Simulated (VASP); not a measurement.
# H (P4/mmm) in VASP: notebook

H is run at these levels: PBE+D3(BJ); tasks: single point.

Program: VASP 6.6.1. These are calculated values, not measurements. Logs are shortened: lines on timing, memory, paths and dates and some standing lists are left out, and cuts for length are marked.

### Step 1. The cell of the first run

It takes space group P4/mmm (No. 123, tetragonal). Conventional cell: a = 2.650 Å, b = 2.650 Å, c = 0.980 Å, α = 90.00°, β = 90.00°, γ = 90.00°. H (site symmetry 4/mmm) has 2 H at 0.98 Å within 1.3 Å.

### Step 2. Single point, PBE+D3(BJ)

Contents of INCAR:

```
SYSTEM = H
PREC = Accurate
ENCUT = 520
EDIFF = 1E-7
ISMEAR = 0
SIGMA = 0.05
LREAL = .False.
LASPH = .True.
NELM = 80
ALGO = Normal
ISIF = 2
LWAVE = .False.
LCHARG = .False.
GGA = PE
IVDW = 12
NBANDS = 6
```

Contents of KPOINTS:

```
regular mesh
0
Gamma
  10 10 26
  0 0 0
```

Contents of POSCAR:

```
H
1.0
    2.6496387389      0.0000000000      0.0000000000
    0.0000000000      2.6496387389      0.0000000000
    0.0000000000      0.0000000000      0.9804929200
H
1
Direct
    0.0000000000      0.0000000000      0.5000000000
```

Potentials or basis: VASP PAW PBE potentials, release 64 (H).

Command:

```bash
> cat potpaw_PBE.64/H/POTCAR > POTCAR
> mpirun -np 1 vasp_std > vasp.out
```

OUTCAR:

```text
SYSTEM = H
   PREC = Accurate
   ENCUT = 520
   EDIFF = 1E-7
   ISMEAR = 0
   LREAL = .False.
   LASPH = .True.
   NELM = 80
   ISIF = 2
   GGA = PE
   IVDW = 12
 IVDW          = 12

 ion  position               nearest neighbor table
   1  0.000  0.000  0.500-

  LATTYP: Found a simple tetragonal cell.
 ALAT       =     2.6496387389
 C/A-ratio  =     0.3700477750

  Lattice vectors:

 A1 = (   2.6496387389,   0.0000000000,   0.0000000000)
 A2 = (   0.0000000000,   2.6496387389,   0.0000000000)
 A3 = (   0.0000000000,   0.0000000000,   0.9804929200)

Analysis of symmetry for initial positions (statically):
=====================================================================
 Subroutine PRICEL returns:
 Original cell was already a primitive cell.

 Routine SETGRP: Setting up the symmetry group for a
 simple tetragonal supercell.

 Subroutine GETGRP returns: Found 16 space group operations
 (whereof 16 operations were pure point group operations)
 out of a pool of 16 trial point group operations.

The static configuration has the point symmetry D_4h.

Analysis of symmetry for dynamics (positions and initial velocities):
=====================================================================
 Subroutine PRICEL returns:
 Original cell was already a primitive cell.

 Routine SETGRP: Setting up the symmetry group for a
 simple tetragonal supercell.

 Subroutine GETGRP returns: Found 16 space group operations
 (whereof 16 operations were pure point group operations)
 out of a pool of 16 trial point group operations.

The dynamic configuration has the point symmetry D_4h.

 Subroutine INISYM returns: Found 16 space group operations
 (whereof 16 operations are pure point group operations),
 and found     1 'primitive' translations

----------------------------------------------------------------------------------------

                                     Primitive cell

  volume of cell :       6.8836

  direct lattice vectors                    reciprocal lattice vectors
     2.649638739  0.000000000  0.000000000     0.377409941  0.000000000  0.000000000
     0.000000000  2.649638739  0.000000000     0.000000000  0.377409941  0.000000000
     0.000000000  0.000000000  0.980492920     0.000000000  0.000000000  1.019895177

  length of vectors
     2.649638739  2.649638739  0.980492920     0.377409941  0.377409941  1.019895177

  position of ions in fractional coordinates (direct lattice)
     0.000000000  0.000000000  0.500000000

  ion indices of the primitive-cell ions
   primitive index   ion index
                 1           1

----------------------------------------------------------------------------------------

 KPOINTS: regular mesh

Automatic generation of k-mesh.
 Grid dimensions read from file:
 generate k-points for:   10   10   26

 Generating k-lattice:

  Cartesian coordinates                     Fractional coordinates (reciprocal lattice)
     0.037740994  0.000000000  0.000000000     0.100000000  0.000000000  0.000000000
     0.000000000  0.037740994  0.000000000     0.000000000  0.100000000  0.000000000
     0.000000000  0.000000000  0.039226738     0.000000000  0.000000000  0.038461538

  Length of vectors
     0.037740994  0.037740994  0.039226738

  Shift w.r.t. Gamma in fractional coordinates (k-lattice)
     0.000000000  0.000000000  0.000000000

 Subroutine IBZKPT returns following result:
 ===========================================

 Found    294 irreducible k-points:

 Following reciprocal coordinates:
            Coordinates               Weight
  0.000000  0.000000  0.000000      1.000000
  0.100000  0.000000  0.000000      4.000000
  0.200000  0.000000  0.000000      4.000000
  0.300000  0.000000  0.000000      4.000000
  0.400000  0.000000  0.000000      4.000000
  0.500000  0.000000  0.000000      2.000000
[... 16 lines left out ...]
  0.100000  0.000000  0.038462      8.000000
  0.200000  0.000000  0.038462      8.000000
 [... further k-points ...]
   k-points           NKPTS =    294   k-points in BZ     NKDIM =    294   number of bands    NBANDS=      6
   number of dos      NEDOS =    301   number of ions     NIONS =      1
   total plane-waves  NPLWV =   3200
   dimension x,y,z NGX =    20 NGY =   20 NGZ =    8
   dimension x,y,z NGXF=    40 NGYF=   40 NGZF=   16
   ions per type =               1
   NGX,Y,Z   is equivalent  to a cutoff of  12.55, 12.55, 13.56 a.u.
   NGXF,Y,Z  is equivalent  to a cutoff of  25.10, 25.10, 27.13 a.u.
 SYSTEM =  H
   PREC   = accura    normal or accurate (medium, high low for compatibility)
   ISTART =      0    job   : 0-new  1-cont  2-samecut
   ICHARG =      2    charge: 1-file 2-atom 10-const
   ISPIN  =      1    spin polarized calculation?
   LNONCOLLINEAR =      F non collinear calculations
   LSORBIT =      F    spin-orbit coupling
   LASPH  =      T    aspherical Exc in radial PAW
   ENCUT  =  520.0 eV  38.22 Ry    6.18 a.u.   4.93  4.93  1.82*2*pi/ulx,y,z
   NELM   =     80;   NELMIN=  2; NELMDL= -5     # of ELM steps
   EDIFF  = 0.1E-06   stopping-criterion for ELM
   LREAL  =      F    real-space projection
   EDIFFG = 0.1E-05   stopping-criterion for IOM
   NSW    =      0    number of steps for IOM
   IBRION =     -1    ionic relax: 0-MD 1-quasi-New 2-CG
   NFREE  =      0    steps in history (QN), initial steepest desc. (CG)
   ISIF   =      2    stress and relaxation
   ISYM   =      2    0-nonsym 1-usesym 2-fastsym
   POTIM  = 0.5000    time-step for ionic-motion
   TEBEG  =    0.0;   TEEND  =   0.0 temperature during run
   PSTRESS=    0.0 pullay stress
   NELECT =       1.0000    total number of electrons
   NUPDOWN=      -1.0000    fix difference up-down
   EMIN   =  10.00;   EMAX   =-10.00  energy-range for DOS
   EFERMI =   0.00;   METHOD = LEGACY
   ISMEAR =     0;   SIGMA  =   0.05  broadening in eV -4-tet -1-fermi 0-gaus
   EFERMI_NEDOS =   21; number of points for ismear=-14 and -15
   IALGO  =     38    algorithm
   IMIX   =      4    mixing-type and parameters
     AMIX     =   0.40;   BMIX     =  1.00
     AMIX_MAG =   1.60;   BMIX_MAG =  1.00
  volume/ion in A,a.u.               =       6.88        46.45
  Fermi-wavevector in a.u.,A,eV,Ry     =   0.860602  1.626302 10.076956  0.740635
  Thomas-Fermi vector in A             =   1.978131
   LORBIT       =      0    0 simple, 1 ext, 2 COOP (PROOUT), +10 PAW based schemes
   GGA     = PE    functional components
   LHFCALC =     F    Hartree Fock is set to
   AEXX    =    0.0000 exact exchange contribution
   IVDW    =    12    specifies the selected vdW correction
   LEPSILON=     F    determine dielectric tensor
   LRPA    =     F    only Hartree local field effects (RPA)
 non-spin polarized calculation
 Gauss-broadening in eV      SIGMA  =   0.05
  energy-cutoff  :      520.00
  volume of cell :        6.88
 maximum number of plane-waves:       200
 NGX is ok and might be reduce to    20
   NGX =  9   NGY =  9   NGZ =  3

 number of electron       0.9999999 magnetization

 Free energy of the ion-electron system (eV)
  ---------------------------------------------------
  ext. energy  EPLUGINS =         0.00000000
  ---------------------------------------------------
  free energy    TOTEN  =        -3.01721522 eV

  energy without entropy =       -3.01721522  energy(sigma->0) =       -3.01721522

 E-fermi :  -1.4853     XC(G=0):  -6.8008

 val. band max:       -1.6885502593   @ k =   0.5000   0.5000   0.2308
 cond. band min:      -1.2720240579   @ k =   0.0000   0.0000   0.2692
 fundamental gap:      0.4165262015
 Fermi energy:        -1.4852849495

 k-point     1 :       0.0000    0.0000    0.0000
  band No.  band energies     occupation
      1     -12.4830      2.00000
      2       8.3988      0.00000
      3      14.2099      0.00000
      4      14.2099      0.00000
      5      17.2621      0.00000
      6      35.0561      0.00000

 k-point     2 :       0.1000    0.0000    0.0000
  band No.  band energies     occupation
      1     -12.3696      2.00000
      2       7.4257      0.00000
      3      13.6105      0.00000
      4      14.3937      0.00000
      5      19.5122      0.00000
      6      31.8219      0.00000

 k-point     3 :       0.2000    0.0000    0.0000
  band No.  band energies     occupation
      1     -12.0529      2.00000
      2       5.3273      0.00000
      3      13.5678      0.00000
      4      14.9322      0.00000
      5      23.6882      0.00000
      6      28.4702      0.00000

 k-point     4 :       0.3000    0.0000    0.0000
  band No.  band energies     occupation
      1     -11.6159      2.00000
      2       3.2602      0.00000
      3      14.0828      0.00000
      4      15.7670      0.00000
      5      25.6599      0.00000
      6      26.2302      0.00000

 k-point     5 :       0.4000    0.0000    0.0000
  band No.  band energies     occupation
      1     -11.2143      2.00000
      2       1.7997      0.00000
      3      14.7383      0.00000
      4      16.7088      0.00000
      5      23.6963      0.00000
      6      24.0165      0.00000
[... 136 lines left out ...]
 k-point    21 :       0.5000    0.5000    0.0000
  band No.  band energies     occupation
      1      -9.8957      2.00000
      2       5.0741      0.00000
      3       5.0741      0.00000
      4       8.5887      0.00000
      5      37.0196      0.00000
      6      43.1678      0.00000

 k-point    22 :       0.0000    0.0000    0.0385
  band No.  band energies     occupation
      1     -12.2540      2.00000
      2       8.6279      0.00000
      3      14.4411      0.00000
      4      14.4411      0.00000
      5      17.4935      0.00000
      6      35.2857      0.00000

 k-point    23 :       0.1000    0.0000    0.0385
  band No.  band energies     occupation
      1     -12.1402      2.00000
      2       7.6556      0.00000
      3      13.8415      0.00000
      4      14.6252      0.00000
      5      19.7436      0.00000
      6      32.0526      0.00000

 k-point    24 :       0.2000    0.0000    0.0385
  band No.  band energies     occupation
      1     -11.8235      2.00000
      2       5.5581      0.00000
      3      13.7983      0.00000
      4      15.1638      0.00000
      5      23.9194      0.00000
      6      28.7013      0.00000

 [... further k-points ...]

------------------------ aborting loop because EDIFF is reached ----------------------------------------

 Edisp (eV)   -0.07263

 E8    (eV) :    -0.0130

  FORCE on cell =-STRESS in cart. coord.  units (eV):
  Direction    XX          YY          ZZ          XY          YZ          ZX
  --------------------------------------------------------------------------------------
  -------------------------------------------------------------------------------------
  Total       0.01887     0.01887     0.08277     0.00000     0.00000     0.00000
  in kB       4.39238     4.39238    19.26564     0.00000     0.00000     0.00000
  external pressure =        9.35 kB  Pullay stress =        0.00 kB

 VOLUME and BASIS-vectors are now :
 -----------------------------------------------------------------------------
  energy-cutoff  :      520.00
  volume of cell :        6.88
      direct lattice vectors                 reciprocal lattice vectors
     2.649638739  0.000000000  0.000000000     0.377409941  0.000000000  0.000000000
     0.000000000  2.649638739  0.000000000     0.000000000  0.377409941  0.000000000
     0.000000000  0.000000000  0.980492920     0.000000000  0.000000000  1.019895177

 POSITION                                       TOTAL-FORCE (eV/Angst)
 -----------------------------------------------------------------------------------
      0.00000      0.00000      0.49025         0.000000      0.000000      0.000000
 -----------------------------------------------------------------------------------
    total drift:                               -0.000000      0.000000      0.000000

  FREE ENERGIE OF THE ION-ELECTRON SYSTEM (eV)
  ---------------------------------------------------
  free  energy   TOTEN  =        -3.0898439981 eV

  energy  without entropy=       -3.0898439981  energy(sigma->0) =       -3.08984400
```

It took 12 s on 1 thread of Intel Xeon 8259CL, shared host; peak memory 0.12 GiB.

What came out:

```
Free energy                : -3.0898 eV
Pressure                   : 0.9 GPa
Band gap on the k mesh     : zero (an odd number of electrons rules out a gap without spin polarisation)
Dispersion energy per atom : -0.073 eV
```

### Step 3. Single point, PBE+D3(BJ)

Contents of INCAR:

```
SYSTEM = H
PREC = Accurate ; ENCUT = 520
EDIFF = 1E-7 ; ISMEAR = 0
SIGMA = 0.05 ; LREAL = .FALSE.
LASPH = .TRUE. ; NELM = 60
ALGO = Normal ; ISIF = 2
LWAVE = .FALSE. ; LCHARG = .TRUE.
GGA = PE ; IVDW = 12
LELF = .TRUE. ; LVHAR = .TRUE.
NBANDS = 6
```

Contents of KPOINTS:

```
Automatic mesh
0
G
  12 12 30
  0 0 0
```

POSCAR is that of step 2.

Potentials or basis: VASP PAW PBE potentials, release 64 (H).

Command:

```bash
> cat potpaw_PBE.64/H/POTCAR > POTCAR
> mpirun -np 1 vasp_std > vasp.out
```

OUTCAR:

```text
SYSTEM = H
   PREC = Accurate
   ENCUT = 520
   EDIFF = 1E-7
   ISMEAR = 0
   LREAL = .FALSE.
   LASPH = .TRUE.
   NELM = 60
   ISIF = 2
   GGA = PE
   IVDW = 12
 IVDW          = 12

 ion  position               nearest neighbor table
   1  0.000  0.000  0.500-

  LATTYP: Found a simple tetragonal cell.
 ALAT       =     2.6496387389
 C/A-ratio  =     0.3700477750

  Lattice vectors:

 A1 = (   2.6496387389,   0.0000000000,   0.0000000000)
[... 396 lines left out ...]
      5      30.7168      0.00000
      6      37.4842      0.00000

 [... further k-points ...]

------------------------ aborting loop because EDIFF is reached ----------------------------------------

 Edisp (eV)   -0.07263

 E8    (eV) :    -0.0130

  FORCE on cell =-STRESS in cart. coord.  units (eV):
  Direction    XX          YY          ZZ          XY          YZ          ZX
  --------------------------------------------------------------------------------------
  -------------------------------------------------------------------------------------
  Total       0.01659     0.01659     0.09539     0.00000     0.00000     0.00000
  in kB       3.86130     3.86130    22.20325     0.00000     0.00000     0.00000
  external pressure =        9.98 kB  Pullay stress =        0.00 kB

 VOLUME and BASIS-vectors are now :
 -----------------------------------------------------------------------------
  energy-cutoff  :      520.00
  volume of cell :        6.88
      direct lattice vectors                 reciprocal lattice vectors
     2.649638739  0.000000000  0.000000000     0.377409941  0.000000000  0.000000000
     0.000000000  2.649638739  0.000000000     0.000000000  0.377409941  0.000000000
     0.000000000  0.000000000  0.980492920     0.000000000  0.000000000  1.019895177

 POSITION                                       TOTAL-FORCE (eV/Angst)
 -----------------------------------------------------------------------------------
      0.00000      0.00000      0.49025         0.000000      0.000000      0.000000
 -----------------------------------------------------------------------------------
    total drift:                               -0.000000      0.000000      0.000000

  FREE ENERGIE OF THE ION-ELECTRON SYSTEM (eV)
  ---------------------------------------------------
  free  energy   TOTEN  =        -3.0851368560 eV

  energy  without entropy=       -3.0851088535  energy(sigma->0) =       -3.08512285
```

It took 20 s on 1 thread of Intel Xeon 8259CL, shared host; peak memory 0.13 GiB.

Results:

| Property | Result |
| --- | --- |
| Free energy | -3.0851 eV |
| Pressure | 1.0 GPa |
| Band gap on the k mesh | zero (an odd number of electrons rules out a gap without spin polarisation) |
| Dispersion energy per atom | -0.073 eV |

Stress tensor (GPa, compression positive):
```
0.39 0.00 0.00
0.00 0.39 0.00
0.00 0.00 2.22
```
